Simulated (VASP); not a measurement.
Here is a VASP 6.6.1 calculation.

Contents of INCAR:

```
SYSTEM = Sc
  ALGO = Normal
  EDIFF = 1E-7
  ENCUT = 520
  GGA = PS
  ISIF = 2
  ISMEAR = 0
  LASPH = .True.
  LCHARG = .True.
  LELF = .True.
  LREAL = .False.
  LVHAR = .True.
  LWAVE = .False.
  NBANDS = 30
  NELM = 60
  PREC = Accurate
  SIGMA = 0.1
```

KPOINTS

```
k-points
0
Gamma
  6 6 6
  0 0 0
```

POSCAR

```
Sc
1.0
   -3.1286483969      3.1286483969      2.7418555445
    3.1286483969     -3.1286483969      2.7418555445
    3.1286483969      3.1286483969     -2.7418555445
Sc
4
Direct
    0.1637300000      0.3362700000      0.5000000000
    0.6637300000      0.1637300000      0.8274610000
    0.3362700000      0.8362700000      0.1725390000
    0.8362700000      0.6637300000      0.5000000000
```

Potentials or basis: VASP PAW PBE potentials, release 64 (Sc_sv).

Launch:

```sh
$ cat potpaw_PBE.64/Sc_sv/POTCAR > POTCAR
$ mpirun -np 1 vasp_std > vasp.out
```

**Question.** What does it give for the largest force?

**Answer.** 0.039 eV/Å.

**Question.** Predict the pressure.

**Answer.** -3.5 GPa.

**Question.** Predict the band gap on the k mesh.

**Answer.** Zero (band 22 reaches 3.22 eV, above the bottom of band 23 at 2.68 eV).

Forces on the atoms (eV/Å):
```
Sc   0.028 -0.028  0.000
Sc  -0.028 -0.028  0.000
Sc   0.028  0.028  0.000
Sc  -0.028  0.028  0.000
```

Caveat: the PAW data sets were made with another functional, which shifts forces and pressure a little.
